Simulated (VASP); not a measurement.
# Sr4CaCl10 (Immm) in VASP: single point with LDA

Aim: the single point of Sr4CaCl10 with LDA.

All numbers are computed with VASP 6.6.1; they aren't measurements. Logs are shortened: lines on timing, memory, paths and dates and some standing lists are left out, and cuts for length are marked.

## Step 1: The cell of the first run

The structure is orthorhombic, space group Immm (No. 71). Conventional cell: a = 4.916 Å, b = 6.947 Å, c = 24.499 Å, α = 90.00°, β = 90.00°, γ = 90.00°. Within 4.0 Å of Sr (site symmetry mm2) lie 8 Cl at 3.00 to 3.03 Å. Sr (site symmetry mm2) has 8 Cl at 3.01 to 3.04 Å within 4.0 Å. Within 3.8 Å of Ca (site symmetry mmm) lie 8 Cl at 2.92 to 2.97 Å. Cl (site symmetry m) has 1 Ca at 2.92 Å and 3 Sr at 3.03 Å and 6 Cl at 3.41 to 3.53 Å within 3.8 Å. Within 4.0 Å of Cl (site symmetry m) lie 4 Sr at 3.01 to 3.04 Å and 6 Cl at 3.46 to 3.52 Å. Within 3.9 Å of Cl (site symmetry m2m) lie 2 Ca at 2.97 Å and 2 Sr at 3.00 Å and 6 Cl at 3.33 to 3.62 Å.

## Step 2: Single point, LDA

The input, INCAR:

```
SYSTEM = Sr4CaCl10
PREC     = Accurate       ! precision mode
ENCUT    = 520            ! plane-wave cutoff, eV
EDIFF    = 1E-7           ! SCF threshold, eV
ISMEAR   = 0              ! smearing method
SIGMA    = 0.05           ! smearing width, eV
LREAL    = Auto         
LASPH    = .TRUE.         ! aspherical terms in the spheres
NELM     = 80             ! most SCF steps
ALGO     = Normal         ! electronic algorithm
ISIF     = 2              ! what is computed and relaxed
LWAVE    = .FALSE.        ! write WAVECAR
LCHARG   = .FALSE.        ! write CHGCAR
NBANDS   = 73             ! bands
KPAR     = 4
```

The input, KPOINTS:

```
Automatic mesh
0
G
  6 6 6
  0 0 0
```

The input, POSCAR:

```
Sr4CaCl10
1.0
    4.9158266106      0.0000000000      0.0000000000
    0.0000000000     -6.9469597008      0.0000000000
   -2.4579133053      3.4734798504    -12.2493642451
Sr Ca Cl
4 1 10
Direct
    0.9020793400      0.9020793400      0.8041586800
    0.3012040300      0.3012040300      0.6024080600
    0.6987959700      0.6987959700      0.3975919400
    0.0979206600      0.0979206600      0.1958413200
    0.5000000000      0.5000000000      0.0000000000
    0.5966131800      0.3505522500      0.1932263700
    0.8007087700      0.5519911800      0.6014175400
    0.1992912300      0.9505736400      0.3985824600
    0.0000000000      0.7395776200      0.0000000000
    0.4033868100      0.1573258800      0.8067736200
    0.5966131900      0.8426741200      0.1932263800
    0.8007087700      0.0494263600      0.6014175400
    0.1992912300      0.4480088200      0.3985824600
    0.0000000000      0.2604223800      0.0000000000
    0.4033868200      0.6494477500      0.8067736300
```

Potentials or basis: VASP PAW LDA potentials, release 64 (Sr_sv, Ca_sv, Cl).

On the command line:

```sh
$ cat potpaw_LDA.64/Sr_sv/POTCAR potpaw_LDA.64/Ca_sv/POTCAR potpaw_LDA.64/Cl/POTCAR > POTCAR
$ mpirun -np 4 vasp_std > vasp.out
```

OUTCAR:

```text
SYSTEM = Sr4CaCl10
   PREC = Accurate
   ENCUT = 520
   EDIFF = 1E-7
   ISMEAR = 0
   LREAL = Auto
   LASPH = .TRUE.
   NELM = 80
   ISIF = 2

 ion  position               nearest neighbor table
   1  0.902  0.902  0.804-   9 3.00  14 3.00  12 3.03   7 3.03  15 3.03  10 3.03  10 3.03  15 3.03
                             4 4.80   2 4.92   2 4.92   2 4.92   2 4.92   3 4.98
   2  0.301  0.301  0.602-   7 3.01  12 3.01   7 3.01  12 3.01  10 3.03  15 3.03  13 3.04   8 3.04
                             1 4.92   1 4.92   1 4.92   1 4.92   3 4.94   3 4.94   3 4.94   3 4.94
   3  0.699  0.699  0.398-   8 3.01  13 3.01   8 3.01  13 3.01  11 3.03   6 3.03  12 3.04   7 3.04
                             4 4.92   4 4.92   4 4.92   4 4.92   2 4.94   2 4.94   2 4.94   2 4.94
   4  0.098  0.098  0.196-   9 3.00  14 3.00  13 3.03   8 3.03   6 3.03  11 3.03  11 3.03   6 3.03
                             1 4.80   3 4.92   3 4.92   3 4.92   3 4.92   2 4.98
   5  0.500  0.500  0.000-   6 2.92  15 2.92  11 2.92  10 2.92
   6  0.597  0.351  0.193-   5 2.92   4 3.03   4 3.03   3 3.03
   7  0.801  0.552  0.601-   2 3.01   2 3.01   1 3.03   3 3.04
   8  0.199  0.951  0.399-   3 3.01   3 3.01   4 3.03   2 3.04
   9  0.000  0.740  0.000-   1 3.00   4 3.00
  10  0.403  0.157  0.807-   5 2.92   1 3.03   1 3.03   2 3.03
  11  0.597  0.843  0.193-   5 2.92   4 3.03   4 3.03   3 3.03
  12  0.801  0.049  0.601-   2 3.01   2 3.01   1 3.03   3 3.04
  13  0.199  0.448  0.399-   3 3.01   3 3.01   4 3.03   2 3.04
  14  0.000  0.260  0.000-   1 3.00   4 3.00
  15  0.403  0.649  0.807-   5 2.92   1 3.03   1 3.03   2 3.03

  LATTYP: Found a body centered orthorhombic cell.
 ALAT       =     4.9158266106
 B/A-ratio  =     1.4131824108
 C/A-ratio  =     4.9836437350

  Lattice vectors:

 A1 = (   2.4579133053,  -3.4734798504,  12.2493642451)
 A2 = (  -2.4579133053,   3.4734798504,  12.2493642451)
 A3 = (  -2.4579133053,  -3.4734798504, -12.2493642451)

Analysis of symmetry for initial positions (statically):
=====================================================================
 Subroutine PRICEL returns:
 Original cell was already a primitive cell.

 Routine SETGRP: Setting up the symmetry group for a
 body centered orthorhombic supercell.

 Subroutine GETGRP returns: Found  8 space group operations
 (whereof  8 operations were pure point group operations)
 out of a pool of  8 trial point group operations.

The static configuration has the point symmetry D_2h.

Analysis of symmetry for dynamics (positions and initial velocities):
=====================================================================
 Subroutine PRICEL returns:
 Original cell was already a primitive cell.

 Routine SETGRP: Setting up the symmetry group for a
 body centered orthorhombic supercell.

 Subroutine GETGRP returns: Found  8 space group operations
 (whereof  8 operations were pure point group operations)
 out of a pool of  8 trial point group operations.

The dynamic configuration has the point symmetry D_2h.

 Subroutine INISYM returns: Found  8 space group operations
 (whereof  8 operations are pure point group operations),
 and found     1 'primitive' translations

----------------------------------------------------------------------------------------

                                     Primitive cell

  volume of cell :     418.3164

  direct lattice vectors                    reciprocal lattice vectors
     4.915826611  0.000000000  0.000000000     0.203424587  0.000000000 -0.040818445
     0.000000000 -6.946959701  0.000000000     0.000000000 -0.143947863 -0.040818445
    -2.457913305  3.473479850-12.249364245     0.000000000  0.000000000 -0.081636890

  length of vectors
     4.915826611  6.946959701 12.967394669     0.207479416  0.149623302  0.081636890

  position of ions in fractional coordinates (direct lattice)
     0.902079340  0.902079340  0.804158680
     0.301204030  0.301204030  0.602408060
     0.698795970  0.698795970  0.397591940
     0.097920660  0.097920660  0.195841320
     0.500000000  0.500000000  0.000000000
     0.596613180  0.350552250  0.193226370
     0.800708770  0.551991180  0.601417540
     0.199291230  0.950573640  0.398582460
     0.000000000  0.739577620  0.000000000
     0.403386810  0.157325880  0.806773620
     0.596613190  0.842674120  0.193226380
     0.800708770  0.049426360  0.601417540
     0.199291230  0.448008820  0.398582460
     0.000000000  0.260422380  0.000000000
     0.403386820  0.649447750  0.806773630

  ion indices of the primitive-cell ions
[... 39 lines left out ...]
 ===========================================

 Found     46 irreducible k-points:

 Following reciprocal coordinates:
            Coordinates               Weight
  0.000000  0.000000  0.000000      1.000000
  0.166667  0.000000 -0.000000      4.000000
  0.333333  0.000000 -0.000000      4.000000
  0.500000  0.000000 -0.000000      2.000000
  0.000000  0.166667 -0.000000      4.000000
  0.166667  0.166667 -0.000000      8.000000
[... 16 lines left out ...]
  0.333333  0.000000  0.166667      4.000000
  0.500000  0.000000  0.166667      4.000000
 [... further k-points ...]
   k-points           NKPTS =     46   k-points in BZ     NKDIM =     46   number of bands    NBANDS=     73
   number of dos      NEDOS =    301   number of ions     NIONS =     15
   total plane-waves  NPLWV = 207360
   dimension x,y,z NGX =    40 NGY =   54 NGZ =   96
   dimension x,y,z NGXF=    80 NGYF=  108 NGZF=  192
   ions per type =               4   1  10
   NGX,Y,Z   is equivalent  to a cutoff of  13.53, 12.92, 12.31 a.u.
   NGXF,Y,Z  is equivalent  to a cutoff of  27.05, 25.85, 24.61 a.u.
 SYSTEM =  Sr4CaCl10
   PREC   = accura    normal or accurate (medium, high low for compatibility)
   ISTART =      0    job   : 0-new  1-cont  2-samecut
   ICHARG =      2    charge: 1-file 2-atom 10-const
   ISPIN  =      1    spin polarized calculation?
   LNONCOLLINEAR =      F non collinear calculations
   LSORBIT =      F    spin-orbit coupling
   LASPH  =      T    aspherical Exc in radial PAW
   ENCUT  =  520.0 eV  38.22 Ry    6.18 a.u.   9.14 12.92 24.11*2*pi/ulx,y,z
   NELM   =     80;   NELMIN=  2; NELMDL= -5     # of ELM steps
   EDIFF  = 0.1E-06   stopping-criterion for ELM
   LREAL  =      T    real-space projection
   EDIFFG = 0.1E-05   stopping-criterion for IOM
   NSW    =      0    number of steps for IOM
   IBRION =     -1    ionic relax: 0-MD 1-quasi-New 2-CG
   NFREE  =      0    steps in history (QN), initial steepest desc. (CG)
   ISIF   =      2    stress and relaxation
   ISYM   =      2    0-nonsym 1-usesym 2-fastsym
   POTIM  = 0.5000    time-step for ionic-motion
   TEBEG  =    0.0;   TEEND  =   0.0 temperature during run
   PSTRESS=    0.0 pullay stress
   NELECT =     120.0000    total number of electrons
   NUPDOWN=      -1.0000    fix difference up-down
   EMIN   =  10.00;   EMAX   =-10.00  energy-range for DOS
   EFERMI =   0.00;   METHOD = LEGACY
   ISMEAR =     0;   SIGMA  =   0.05  broadening in eV -4-tet -1-fermi 0-gaus
   EFERMI_NEDOS =   21; number of points for ismear=-14 and -15
   IALGO  =     38    algorithm
   IMIX   =      4    mixing-type and parameters
     AMIX     =   0.40;   BMIX     =  1.00
     AMIX_MAG =   1.60;   BMIX_MAG =  1.00
  volume/ion in A,a.u.               =      27.89       188.20
  Fermi-wavevector in a.u.,A,eV,Ry     =   1.079693  2.040324 15.860814  1.165737
  Thomas-Fermi vector in A             =   2.215665
   LORBIT       =      0    0 simple, 1 ext, 2 COOP (PROOUT), +10 PAW based schemes
   GGA     = CA    functional components
   LHFCALC =     F    Hartree Fock is set to
   AEXX    =    0.0000 exact exchange contribution
   IVDW    =     0    specifies the selected vdW correction
   LEPSILON=     F    determine dielectric tensor
   LRPA    =     F    only Hartree local field effects (RPA)
 non-spin polarized calculation
 Gauss-broadening in eV      SIGMA  =   0.05
  energy-cutoff  :      520.00
  volume of cell :      418.32
 maximum number of plane-waves:     11301
 NGX is ok and might be reduce to    40
   NGX = 19   NGY = 25   NGZ = 49

 number of electron     120.0000005 magnetization

 Free energy of the ion-electron system (eV)
  ---------------------------------------------------
  ext. energy  EPLUGINS =         0.00000000
  ---------------------------------------------------
  free energy    TOTEN  =       -69.94674743 eV

  energy without entropy =      -69.94674743  energy(sigma->0) =      -69.94674743

 E-fermi :   0.3820     XC(G=0):  -8.8199

 val. band max:        0.0675267004   @ k =   0.5000   0.0000  -0.0000
 cond. band min:       4.8779516000   @ k =   0.0000   0.0000   0.0000
 fundamental gap:      4.8104248996
 Fermi energy:         0.3820255789

 k-point     1 :       0.0000    0.0000    0.0000
  band No.  band energies     occupation
      1     -38.5414      2.00000
      2     -32.7106      2.00000
      3     -32.7084      2.00000
      4     -32.6612      2.00000
      5     -32.6604      2.00000
      6     -19.8330      2.00000
[... 1789 lines left out ...]
     71       6.6847      0.00000
     72       6.8464      0.00000

 [... further k-points ...]

 [bands above 72 left out]

------------------------ aborting loop because EDIFF is reached ----------------------------------------

  FORCE on cell =-STRESS in cart. coord.  units (eV):
  Direction    XX          YY          ZZ          XY          YZ          ZX
  --------------------------------------------------------------------------------------
  -------------------------------------------------------------------------------------
  Total       -8.0680260     -8.1252478     -8.1000728      0.0000000      0.0000000      0.0000000
  in kB      -30.9010321    -31.1201953    -31.0237733      0.0000000      0.0000000      0.0000000
  external PRESSURE =     -31.0150002 kB  Pullay stress =       0.0000000 kB

 VOLUME and BASIS-vectors are now :
 -----------------------------------------------------------------------------
  energy-cutoff  :      520.00
  volume of cell :      418.32
      direct lattice vectors                 reciprocal lattice vectors
     4.915826611  0.000000000  0.000000000     0.203424587  0.000000000 -0.040818445
     0.000000000 -6.946959701  0.000000000     0.000000000 -0.143947863 -0.040818445
    -2.457913305  3.473479850-12.249364245     0.000000000  0.000000000 -0.081636890

 POSITION                                       TOTAL-FORCE (eV/Angst)
 -----------------------------------------------------------------------------------
      2.45791     -3.47348     -9.85043        -0.000000     -0.000000     -0.008026
      0.00000      0.00000     -7.37912         0.000000     -0.000000     -0.003499
      2.45791     -3.47348     -4.87025        -0.000000     -0.000000      0.003499
      0.00000      0.00000     -2.39893        -0.000000     -0.000000      0.008026
      2.45791     -3.47348      0.00000        -0.000000     -0.000000      0.000000
      2.45791     -1.76410     -2.36690         0.000000     -0.006268      0.007884
      2.45791     -1.74565     -7.36698         0.000000      0.006401     -0.000176
      0.00000     -5.21913     -4.88238        -0.000000      0.006401      0.000176
      0.00000     -5.13782      0.00000        -0.000000      0.000741      0.000000
      0.00000      1.70938     -9.88246        -0.000000     -0.006268     -0.007884
      2.45791     -5.18286     -2.36690         0.000000      0.006268      0.007884
      2.45791      1.74565     -7.36698         0.000000     -0.006401     -0.000176
      0.00000     -1.72783     -4.88238        -0.000000     -0.006401      0.000176
      0.00000     -1.80914      0.00000         0.000000     -0.000741      0.000000
      0.00000     -1.70938     -9.88246        -0.000000      0.006268     -0.007884
 -----------------------------------------------------------------------------------
    total drift:                               -0.000000      0.000000     -0.000000

  FREE ENERGIE OF THE ION-ELECTRON SYSTEM (eV)
  ---------------------------------------------------
  free  energy   TOTEN  =       -69.9467474313 eV

  energy  without entropy=      -69.9467474313  energy(sigma->0) =      -69.94674743
```

Wall time 6.6 min (4 MPI ranks of AMD EPYC 9R45 (Zen 5), shared host); peak memory 0.94 GiB.

What came out:

```
Free energy            : -69.9467 eV
Pressure               : -3.1 GPa
Largest force          : 0.010 eV/Å
Band gap on the k mesh : 4.81 eV (least direct gap 4.86 eV)
```

Forces on the atoms (eV/Å):
```
Sr   0.000  0.000 -0.008
Sr   0.000  0.000 -0.003
Sr   0.000  0.000  0.003
Sr   0.000  0.000  0.008
Ca   0.000  0.000  0.000
Cl   0.000 -0.006  0.008
Cl   0.000  0.006  0.000
Cl   0.000  0.006  0.000
Cl   0.000  0.001  0.000
Cl   0.000 -0.006 -0.008
Cl   0.000  0.006  0.008
Cl   0.000 -0.006  0.000
Cl   0.000 -0.006  0.000
Cl   0.000 -0.001  0.000
Cl   0.000  0.006 -0.008
```

Caveat: the cell stands under tension. A k mesh can miss the band edges.
